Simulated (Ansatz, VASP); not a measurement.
## One calculation of Ti9C8, two programs

```
Ti C
1.0
     0.00000    4.33278   -4.33278
     4.33278    4.33278    0.00000
     4.33278    0.00000   -4.33278
Ti C
9 8
Direct
  0.00065 0.99978 0.49978
  0.01910 0.51910 0.44269
  0.49978 0.99978 0.49978
  0.49978 0.50065 0.49978
  0.01910 0.94269 0.01910
  0.01910 0.51910 0.01910
  0.49978 0.99978 0.00065
  0.44269 0.51910 0.01910
  0.87500 0.37500 0.87500
  0.25459 0.75459 0.25459
  0.25459 0.23622 0.25459
  0.73622 0.75459 0.25459
  0.74588 0.24588 0.26235
  0.25459 0.75459 0.73622
  0.26235 0.24588 0.74588
  0.74588 0.76235 0.74588
  0.74588 0.24588 0.74588
```

Alike in both runs: functional PBE; k mesh 8 × 8 × 8; occupations gaussian, width 0.1 eV; no spin polarisation.

Ansatz relaxed the structure, and its values are those at the end. VASP's run is a single point on that final structure, the one shown.

```csv
,VASP,Ansatz
version,VASP 6.6.1,Ansatz 0.2.0
potentials or method,"VASP PAW PBE potentials, release 64 (Ti_sv, C), cutoff 520 eV","scalar-relativistic, plane waves, PAW"
valence electrons in the cell,140,140
```

```tsv
	VASP	Ansatz	Ansatz less VASP
gap on the k mesh at the Fermi level (eV)	none	none	-
rms of the force components (eV/Å)	0.019	0.003	-0.0152
```

A gap of «none» marks a metal or a gap that the smearing closes. With one functional, cell and mesh, what is left measures potentials, basis and numerics.
